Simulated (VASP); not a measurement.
Set up this calculation in VASP 6.6.1, as the native input.

```
Task                   : single point
Functional             : PBE
Dispersion             : D3(BJ)
Potentials or basis    : VASP PAW PBE potentials, release 64 (Sn_d, Se)
Cutoff                 : 500 eV
k mesh                 : 12 × 12 × 6
Occupations            : gaussian, width 0.03 eV
Spin                   : no spin polarisation
Dipole correction      : no
Further INCAR settings : ALGO = Normal; EDIFF = 1e-06; NBANDS = 20
```

The structure of SnSe2 lies in POSCAR:

```
SnSe2
1.0
    3.7440000000      0.0000000000      0.0000000000
   -1.8720000000      3.2423991118      0.0000000000
    0.0000000000      0.0000000000      5.6854000000
Sn Se
1 2
Direct
    0.0000000000      0.0000000000      0.0000000000
    0.3333333333      0.6666666667      0.2651331237
    0.6666666667      0.3333333333      0.7348668763
```

One way to write it, as run:

INCAR

```
SYSTEM = SnSe2
PREC = Accurate
ENCUT = 500
EDIFF = 1E-6
ISMEAR = 0
SIGMA = 0.03
LREAL = .False.
LASPH = .True.
NELM = 120
ALGO = Normal
ISIF = 2
LWAVE = .False.
LCHARG = .True.
GGA = PE
IVDW = 12
LELF = .True.
LVHAR = .True.
NBANDS = 20
GGA_COMPAT = .False.
```

KPOINTS

```
regular mesh
0
Gamma
  12 12 6
  0 0 0
```

Potentials or basis: VASP PAW PBE potentials, release 64 (Sn_d, Se).

Run with:

```sh
$ cat potpaw_PBE.64/Sn_d/POTCAR potpaw_PBE.64/Se/POTCAR > POTCAR
$ mpirun -np 1 vasp_std > vasp.out
```

It gave:

| Item | Value |
| --- | --- |
| Pressure | 9.3 GPa |
| Largest force | 1.150 eV/Å |
| Band gap on the k mesh | 0.31 eV, indirect (least direct gap 0.92 eV) |
| Dispersion energy per atom | -0.406 eV |

Caveat: spin-orbit coupling is left out, which moves the levels of the heavy elements; forces of over 1 eV/Å act on the atoms, so gaps and moduli don't describe the material at rest.

Run time: 110 s on 1 thread of Intel(R) Xeon(R) Platinum 8488C (Sapphire Rapids) (shared host), peak memory 0.27 GiB.
